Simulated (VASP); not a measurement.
# LiCl (I4/mmm) in VASP: further runs, part 2 of 2

VASP 6.6.1. The steps go on from the part before.

## Step 3: Single point, r2SCAN (strain -0.0200 x Voigt [1, 0, 0, 0, 0, 0])

The input, POSCAR:

```
LiCl
1.0
    0.0000000000      2.5647600000      2.5647600000
    2.5134648000      0.0000000000      2.5647600000
    2.5134648000      2.5647600000      0.0000000000
Li Cl
1 1
Direct
    0.0000000000      0.0000000000      0.0000000000
    0.5000000000      0.5000000000      0.5000000000
```

The input, INCAR.step1:

```
  PREC = Accurate
  ENCUT = 520
  ISMEAR = 0
  SIGMA = 0.05
  LREAL = False
  LASPH = True
  NELM = 80
  NBANDS = 12
  GGA = PE
  ALGO = Normal
  EDIFF = 1E-4
  LWAVE = True
  LCHARG = False
```

The input, INCAR.step2:

```
  PREC = Accurate
  ENCUT = 520
  EDIFF = 1E-6
  ISMEAR = 0
  SIGMA = 0.05
  LREAL = False
  LASPH = True
  NELM = 80
  ALGO = Normal
  ISIF = 2
  LWAVE = False
  LCHARG = False
  METAGGA = R2SCAN
  LMIXTAU = True
  NBANDS = 12
  ISTART = 1
```

The input, KPOINTS:

```
Automatic mesh
0
Gamma
  8 8 8
```

Potentials or basis: VASP PAW PBE potentials, release 64 (Li_sv, Cl).

Launch:

```sh
$ cat potpaw_PBE.64/Li_sv/POTCAR potpaw_PBE.64/Cl/POTCAR > POTCAR
$ cp INCAR.step1 INCAR
$ mpirun -np 1 vasp_std > vasp.out
$ cp INCAR.step2 INCAR
$ mpirun -np 1 vasp_std > vasp.out
```

OUTCAR:

```text
PREC = Accurate
   ENCUT = 520
   EDIFF = 1E-6
   ISMEAR = 0
   LREAL = False
   LASPH = True
   NELM = 80
   ISIF = 2
   METAGGA = R2SCAN
   ISTART = 1

 ion  position               nearest neighbor table
   1  0.000  0.000  0.000-   2 2.51   2 2.51   2 2.56   2 2.56   2 2.56   2 2.56
   2  0.500  0.500  0.500-   1 2.51   1 2.51   1 2.56   1 2.56   1 2.56   1 2.56

  LATTYP: Found a body centered tetragonal cell.
 ALAT       =     3.6271183762
 C/A-ratio  =     1.3859292911

  Lattice vectors:

 A1 = (  -2.5134648000,   0.0000000000,  -2.5647600000)
 A2 = (  -2.5134648000,   0.0000000000,   2.5647600000)
 A3 = (   2.5134648000,   2.5647600000,   0.0000000000)

Analysis of symmetry for initial positions (statically):
=====================================================================
 Subroutine PRICEL returns:
 Original cell was already a primitive cell.

 Routine SETGRP: Setting up the symmetry group for a
 body centered tetragonal supercell.

 Subroutine GETGRP returns: Found 16 space group operations
 (whereof 16 operations were pure point group operations)
 out of a pool of 16 trial point group operations.

The static configuration has the point symmetry D_4h.

Analysis of symmetry for dynamics (positions and initial velocities):
=====================================================================
 Subroutine PRICEL returns:
 Original cell was already a primitive cell.

 Routine SETGRP: Setting up the symmetry group for a
 body centered tetragonal supercell.

 Subroutine GETGRP returns: Found 16 space group operations
 (whereof 16 operations were pure point group operations)
 out of a pool of 16 trial point group operations.

The dynamic configuration has the point symmetry D_4h.

 Subroutine INISYM returns: Found 16 space group operations
 (whereof 16 operations are pure point group operations),
 and found     1 'primitive' translations

[... 120 lines left out ...]
   LHFCALC =     F    Hartree Fock is set to
   AEXX    =    0.0000 exact exchange contribution
   IVDW    =     0    specifies the selected vdW correction
   LEPSILON=     F    determine dielectric tensor
   LRPA    =     F    only Hartree local field effects (RPA)
 non-spin polarized calculation
 Gauss-broadening in eV      SIGMA  =   0.05
  energy-cutoff  :      520.00
  volume of cell :       33.07
 maximum number of plane-waves:       907
   NGX = 13   NGY = 13   NGZ = 13

 number of electron      10.0000001 magnetization

 Free energy of the ion-electron system (eV)
  ---------------------------------------------------
  ext. energy  EPLUGINS =         0.00000000
  ---------------------------------------------------
  free energy    TOTEN  =       -12.58732683 eV

  energy without entropy =      -12.58732683  energy(sigma->0) =      -12.58732683

 E-fermi :   0.5696     XC(G=0):  -9.2562

 val. band max:        0.3625689289   @ k =   0.0000   0.0000   0.0000
 cond. band min:       7.7706324817   @ k =   0.0000   0.0000   0.0000
 fundamental gap:      7.4080635528
 Fermi energy:         0.5696052948

 k-point     1 :       0.0000    0.0000    0.0000
  band No.  band energies     occupation
      1     -44.4418      2.00000
      2     -13.7141      2.00000
      3       0.3024      2.00000
      4       0.3626      2.00000
      5       0.3626      2.00000
      6       7.7706      0.00000
      7      12.9652      0.00000
      8      12.9652      0.00000
      9      13.1420      0.00000
     10      15.6181      0.00000
     11      15.9353      0.00000
     12      16.1831      0.00000
[... 331 lines left out ...]
 k-point    24 :       0.3750    0.1250    0.1250
  band No.  band energies     occupation
      1     -44.4397      2.00000
      2     -13.2934      2.00000
      3      -1.5899      2.00000
      4      -0.3844      2.00000
      5       0.2035      2.00000
      6       8.9481      0.00000
      7      11.3938      0.00000
      8      11.5369      0.00000
      9      12.4530      0.00000
     10      14.8266      0.00000
     11      17.3532      0.00000
     12      18.2095      0.00000

 [... further k-points ...]

------------------------ aborting loop because EDIFF is reached ----------------------------------------

  FORCE on cell =-STRESS in cart. coord.  units (eV):
  Direction    XX          YY          ZZ          XY          YZ          ZX
  --------------------------------------------------------------------------------------
  -------------------------------------------------------------------------------------
  Total        0.0931861     -0.0834836     -0.0834836      0.0000000      0.0000000      0.0000000
  in kB        4.5150795     -4.0449722     -4.0449722      0.0000000      0.0000000      0.0000000
  external PRESSURE =      -1.1916217 kB  Pullay stress =       0.0000000 kB

 VOLUME and BASIS-vectors are now :
 -----------------------------------------------------------------------------
  energy-cutoff  :      520.00
  volume of cell :       33.07
      direct lattice vectors                 reciprocal lattice vectors
     0.000000000  2.564760000  2.564760000    -0.198928587  0.194950015  0.194950015
     2.513464800  0.000000000  2.564760000     0.198928587 -0.194950015  0.194950015
     2.513464800  2.564760000  0.000000000     0.198928587  0.194950015 -0.194950015

 POSITION                                       TOTAL-FORCE (eV/Angst)
 -----------------------------------------------------------------------------------
      0.00000      0.00000      0.00000         0.000000      0.000000      0.000000
      2.51346      2.56476      2.56476        -0.000000      0.000000     -0.000000
 -----------------------------------------------------------------------------------
    total drift:                                0.000000      0.000000      0.000000

  FREE ENERGIE OF THE ION-ELECTRON SYSTEM (eV)
  ---------------------------------------------------
  free  energy   TOTEN  =       -12.5873268280 eV

  energy  without entropy=      -12.5873268280  energy(sigma->0) =      -12.58732683
```

OUTCAR.step1:

```text
PREC = Accurate
   ENCUT = 520
   ISMEAR = 0
   LREAL = False
   LASPH = True
[... 582 lines left out ...]
      0.00000      0.00000      0.00000         0.000000      0.000000     -0.000000
      2.51346      2.56476      2.56476         0.000000     -0.000000      0.000000
 -----------------------------------------------------------------------------------
    total drift:                                0.000000      0.000000      0.000000

  FREE ENERGIE OF THE ION-ELECTRON SYSTEM (eV)
  ---------------------------------------------------
  free  energy   TOTEN  =        -7.3815692343 eV

  energy  without entropy=       -7.3815692343  energy(sigma->0) =       -7.38156923
```

Run time: 2.1 min. Hardware: 1 thread of Intel Xeon Platinum 8175M at 2.50GHz (Skylake/Cascade Lake), shared host; peak memory 0.16 GiB.

What came out:

* Free energy: -12.5873 eV
* Band gap on the k mesh: 7.41 eV

Levels at points of the mesh, in eV from the valence-band top:
| k point | band 2 | band 3 | band 4 | band 5 | band 6 | band 7 | band 8 | band 9 |
| --- | --- | --- | --- | --- | --- | --- | --- | --- |
| (0.00, 0.00, 0.00) | -14.08 | -0.06 | 0.00 | 0.00 | 7.41 | 12.60 | 12.60 | 12.78 |
| (0.50, 0.00, 0.00) | -13.47 | -2.94 | -0.33 | -0.28 | 7.54 | 10.22 | 10.40 | 14.41 |
| (0.50, 0.50, 0.00) | -13.21 | -3.05 | -1.23 | -1.09 | 8.82 | 8.91 | 13.64 | 15.39 |
| (0.00, 0.50, 0.50) | -13.18 | -3.05 | -1.23 | -1.23 | 8.77 | 8.81 | 13.95 | 15.46 |

Caveat: the cell differs from its parent crystal (strain -0.0200 x Voigt [1, 0, 0, 0, 0, 0]); the cutoff is under 1.25 times the usual one of these potentials, so pressure, stress and relaxed cells hold a basis-set (Pulay) error; the PAW data sets were made with another functional, which shifts forces and pressure a little. A k mesh can miss the band edges.

## Step 4: Single point, r2SCAN (strain -0.0100 x Voigt [1, 0, 0, 0, 0, 0])

The input, POSCAR:

```
LiCl
1.0
    0.0000000000      2.5647600000      2.5647600000
    2.5391124000      0.0000000000      2.5647600000
    2.5391124000      2.5647600000      0.0000000000
Li Cl
1 1
Direct
    0.0000000000      0.0000000000      0.0000000000
    0.5000000000      0.5000000000      0.5000000000
```

The input, INCAR.step1:

```
PREC = Accurate
ENCUT = 520
ISMEAR = 0
SIGMA = 0.05
LREAL = False
LASPH = True
NELM = 60
NBANDS = 12
GGA = PE
ALGO = Normal
EDIFF = 1E-4
LWAVE = True
LCHARG = False
```

The input, INCAR.step2:

```
PREC = Accurate
ENCUT = 520
EDIFF = 1E-6
ISMEAR = 0
SIGMA = 0.05
LREAL = False
LASPH = True
NELM = 60
ALGO = Normal
ISIF = 2
LWAVE = False
LCHARG = True
METAGGA = R2SCAN
LMIXTAU = True
LELF = True
LVHAR = True
NBANDS = 12
ISTART = 1
```

KPOINTS is that of step 3.

Potentials or basis: VASP PAW PBE potentials, release 64 (Li_sv, Cl).

Launch:

```sh
$ cat potpaw_PBE.64/Li_sv/POTCAR potpaw_PBE.64/Cl/POTCAR > POTCAR
$ cp INCAR.step1 INCAR
$ mpirun -np 1 vasp_std > vasp.out
$ cp INCAR.step2 INCAR
$ mpirun -np 1 vasp_std > vasp.out
```

OUTCAR:

```text
PREC = Accurate
   ENCUT = 520
   EDIFF = 1E-6
   ISMEAR = 0
   LREAL = False
   LASPH = True
   NELM = 60
   ISIF = 2
   METAGGA = R2SCAN
   ISTART = 1

 ion  position               nearest neighbor table
   1  0.000  0.000  0.000-   2 2.54   2 2.54   2 2.56   2 2.56   2 2.56   2 2.56
   2  0.500  0.500  0.500-   1 2.54   1 2.54   1 2.56   1 2.56   1 2.56   1 2.56

  LATTYP: Found a body centered tetragonal cell.
 ALAT       =     3.6271183762
 C/A-ratio  =     1.4000714267

  Lattice vectors:
[... 547 lines left out ...]

------------------------ aborting loop because EDIFF is reached ----------------------------------------

  FORCE on cell =-STRESS in cart. coord.  units (eV):
  Direction    XX          YY          ZZ          XY          YZ          ZX
  --------------------------------------------------------------------------------------
  -------------------------------------------------------------------------------------
  Total       -0.0381772     -0.1313726     -0.1313726      0.0000000      0.0000000     -0.0000000
  in kB       -1.8310861     -6.3010072     -6.3010072      0.0000000      0.0000000     -0.0000000
  external PRESSURE =      -4.8110335 kB  Pullay stress =       0.0000000 kB

 VOLUME and BASIS-vectors are now :
 -----------------------------------------------------------------------------
  energy-cutoff  :      520.00
  volume of cell :       33.40
      direct lattice vectors                 reciprocal lattice vectors
     0.000000000  2.564760000  2.564760000    -0.196919207  0.194950015  0.194950015
     2.539112400  0.000000000  2.564760000     0.196919207 -0.194950015  0.194950015
     2.539112400  2.564760000  0.000000000     0.196919207  0.194950015 -0.194950015

 POSITION                                       TOTAL-FORCE (eV/Angst)
 -----------------------------------------------------------------------------------
      0.00000      0.00000      0.00000         0.000000      0.000000     -0.000000
      2.53911      2.56476      2.56476        -0.000000      0.000000      0.000000
 -----------------------------------------------------------------------------------
    total drift:                                0.000000      0.000000      0.000000

  FREE ENERGIE OF THE ION-ELECTRON SYSTEM (eV)
  ---------------------------------------------------
  free  energy   TOTEN  =       -12.5877804396 eV

  energy  without entropy=      -12.5877804396  energy(sigma->0) =      -12.58778044
```

OUTCAR.step1:

```text
PREC = Accurate
   ENCUT = 520
   ISMEAR = 0
   LREAL = False
   LASPH = True
[... 582 lines left out ...]
      0.00000      0.00000      0.00000        -0.000000      0.000000      0.000000
      2.53911      2.56476      2.56476         0.000000     -0.000000     -0.000000
 -----------------------------------------------------------------------------------
    total drift:                                0.000000      0.000000      0.000000

  FREE ENERGIE OF THE ION-ELECTRON SYSTEM (eV)
  ---------------------------------------------------
  free  energy   TOTEN  =        -7.3842930740 eV

  energy  without entropy=       -7.3842930740  energy(sigma->0) =       -7.38429307
```

Run time: 2.1 min. Hardware: 1 thread of Intel Xeon Platinum 8175M at 2.50GHz (Skylake/Cascade Lake), shared host; peak memory 0.17 GiB.

What came out:

| Property | Result |
| --- | --- |
| Free energy | -12.5878 eV |
| Band gap on the k mesh | 7.35 eV |

Levels at points of the mesh, in eV from the valence-band top:
```csv
k point,band 3,band 4,band 5,band 6,band 7,band 8
"(0.00, 0.00, 0.00)",-0.03,0.00,0.00,7.35,12.63,12.63
"(0.50, 0.00, 0.00)",-2.89,-0.30,-0.27,7.54,10.27,10.35
"(0.50, 0.50, 0.00)",-2.99,-1.18,-1.11,8.79,8.92,13.61
"(0.00, 0.50, 0.50)",-2.99,-1.17,-1.17,8.77,8.87,13.76
```

Caveat: the cell differs from its parent crystal (strain -0.0100 x Voigt [1, 0, 0, 0, 0, 0]); the cutoff is under 1.25 times the usual one of these potentials, so pressure, stress and relaxed cells hold a basis-set (Pulay) error; the PAW data sets were made with another functional, which shifts forces and pressure a little.

## Step 5: Single point, r2SCAN (strain +0.0100 x Voigt [1, 0, 0, 0, 0, 0])

The input, POSCAR:

```
LiCl
1.0
    0.0000000000      2.5647600000      2.5647600000
    2.5904076000      0.0000000000      2.5647600000
    2.5904076000      2.5647600000      0.0000000000
Li Cl
1 1
Direct
    0.0000000000      0.0000000000      0.0000000000
    0.5000000000      0.5000000000      0.5000000000
```

The input, INCAR.step1:

```
SYSTEM = LiCl
PREC = Accurate
ENCUT = 520
ISMEAR = 0
SIGMA = 0.05
LREAL = .FALSE.
LASPH = .TRUE.
NELM = 100
NBANDS = 12
GGA = PE
ALGO = Normal
EDIFF = 1E-4
LWAVE = .TRUE.
LCHARG = .FALSE.
```

The input, INCAR.step2:

```
SYSTEM = LiCl
PREC = Accurate
ENCUT = 520
EDIFF = 1E-6
ISMEAR = 0
SIGMA = 0.05
LREAL = .FALSE.
LASPH = .TRUE.
NELM = 100
ALGO = Normal
ISIF = 2
LWAVE = .FALSE.
LCHARG = .FALSE.
METAGGA = R2SCAN
LMIXTAU = .TRUE.
NBANDS = 12
ISTART = 1
```

The input, KPOINTS:

```
Automatic mesh
0
G
  8 8 8
  0 0 0
```

Launch:

```sh
$ cat potpaw_PBE.64/Li_sv/POTCAR potpaw_PBE.64/Cl/POTCAR > POTCAR
$ cp INCAR.step1 INCAR
$ mpirun -np 1 vasp_std > vasp.out
$ cp INCAR.step2 INCAR
$ mpirun -np 1 vasp_std > vasp.out
```

Run time: 2.2 min. Hardware: 1 thread of Intel Xeon Platinum 8175M at 2.50GHz (Skylake/Cascade Lake), shared host; peak memory 0.16 GiB.

It converged, with:

- Free energy: -12.5846 eV
- Band gap on the k mesh: 7.22 eV

Levels at points of the mesh, in eV from the valence-band top:
| k point | band 3 | band 4 | band 5 | band 6 | band 7 | band 8 |
| --- | --- | --- | --- | --- | --- | --- |
| (0.00, 0.00, 0.00) | -0.03 | -0.03 | 0.00 | 7.22 | 12.58 | 12.67 |
| (0.50, 0.00, 0.00) | -2.82 | -0.30 | -0.27 | 7.51 | 10.25 | 10.33 |
| (0.50, 0.50, 0.00) | -2.91 | -1.17 | -1.10 | 8.72 | 8.91 | 13.51 |
| (0.00, 0.50, 0.50) | -2.90 | -1.10 | -1.10 | 8.75 | 8.96 | 13.37 |

Caveat: the cell differs from its parent crystal (strain +0.0100 x Voigt [1, 0, 0, 0, 0, 0]); the cutoff is under 1.25 times the usual one of these potentials, so pressure, stress and relaxed cells hold a basis-set (Pulay) error; the PAW data sets were made with another functional, which shifts forces and pressure a little.

## Step 6: The runs side by side

| cell | gap on the mesh (eV) |
| --- | --- |
| a = 3.627, b = 3.573, c = 3.573 Å, angles 61.0, 59.5, 59.5°, 2 atoms | 7.47 |
| a = 3.627, b = 3.591, c = 3.591 Å, angles 60.7, 59.7, 59.7°, 2 atoms | 7.41 |
| a = 3.627, b = 3.609, c = 3.609 Å, angles 60.3, 59.8, 59.8°, 2 atoms | 7.35 |
| a = 3.627, b = 3.645, c = 3.645 Å, angles 59.7, 60.2, 60.2°, 2 atoms | 7.22 |

Alike in all rows: task single point; level r2SCAN; potentials or basis VASP PAW PBE potentials, release 64 (Li_sv, Cl); no spin polarisation; k mesh 8 × 8 × 8; cutoff (eV) 520; smearing gaussian 0.05 eV.

Caveats: the cutoff is under 1.25 times the usual one of these potentials, so pressure, stress and relaxed cells hold a basis-set (Pulay) error; the PAW data sets were made with another functional, which shifts forces and pressure a little.

Absolute energies hang on the potentials; compare differences alone.
